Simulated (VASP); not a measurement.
Er5C: single point with PBE

The system is Er5C.

```
Er C
1.0
     7.48812    0.00000    0.00000
    -3.74406    6.48490    0.00000
     0.00000    0.00000    3.47107
Er C
5 1
Direct
  0.23957 0.00000 0.50000
  0.76043 0.76043 0.50000
  0.00000 0.23957 0.50000
  0.33333 0.66667 0.00000
  0.66667 0.33333 0.00000
  0.00000 0.00000 0.00000
```

The cell was generated, and may not be a known phase.

* Program: VASP 6.6.1
* Task: single point
* Functional: PBE
* Potentials or basis: VASP PAW PBE potentials, release 64 (Er_3, C), 4f in core
* Cutoff: 600 eV
* k mesh: 3 × 3 × 6
* Occupations: gaussian, width 0.1 eV
* Spin: no spin polarisation

```
Pressure               : 0.4 GPa
Largest force          : 0.027 eV/Å
Band gap on the k mesh : zero (an odd number of electrons rules out a gap without spin polarisation)
```

Forces on the atoms (eV/Å):
```
Er   0.027  0.000  0.000
Er  -0.014 -0.024  0.000
Er  -0.014  0.024  0.000
Er   0.000  0.000  0.000
Er   0.000  0.000  0.000
C    0.000  0.000  0.000
```

Levels at points of the mesh, in eV from the Fermi level:
| k point | band 20 | band 21 | band 22 | band 23 | band 24 | band 25 | band 26 | band 27 | band 28 | band 29 |
| --- | --- | --- | --- | --- | --- | --- | --- | --- | --- | --- |
| (0.00, 0.00, 0.00) | -2.16 | -1.88 | -0.95 | -0.95 | -0.91 | 0.49 | 0.49 | 1.04 | 1.04 | 1.18 |
| (0.00, 0.00, 0.50) | -1.69 | -0.83 | -0.83 | -0.72 | -0.05 | -0.05 | 0.02 | 0.02 | 0.34 | 1.28 |

Wall time 110 s on 1 thread of Intel(R) Xeon(R) Platinum 8488C (Sapphire Rapids) (shared host), peak memory 0.32 GiB.

Caveat: spin-orbit coupling is left out, which moves the levels of the heavy elements; the 4f electrons are frozen in the core, so they carry no moment and show no levels. Spin polarisation is off, so any magnetic state and its effect on volume and gap are missing.
